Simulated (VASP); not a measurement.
RbBr:

```xyz
2
Lattice="0.0000 3.4608 3.4608 3.4089 0.0000 3.4608 3.4089 3.4608 0.0000" Properties=species:S:1:pos:R:3 pbc="T T T"
Rb    0.0000    0.0000    0.0000
Br    3.4089    3.4608    3.4608
```

This cell differs from its parent crystal: uniaxial x strain -1.5%.

Base run:

```yaml
Program: VASP 6.6.1
Functional: HSE06
Potentials_or_basis: VASP PAW PBE potentials, release 64 (Rb_sv, Br)
Cutoff: 520 eV
k_mesh: 4 × 4 × 4
Occupations: gaussian, width 0.01 eV
Spin: no spin polarisation
```

Its results: band gap on the k mesh 5.47 eV; pressure 0.5 GPa.

**Question.** The run is repeated on the same cell with these changes: functional from HSE06 to PBE. What comes out?

**Answer.** Band gap on the k mesh 4.31 eV; pressure 0.8 GPa.

Caveats: the PAW data sets were made with another functional, which shifts forces and pressure a little (at least some runs).

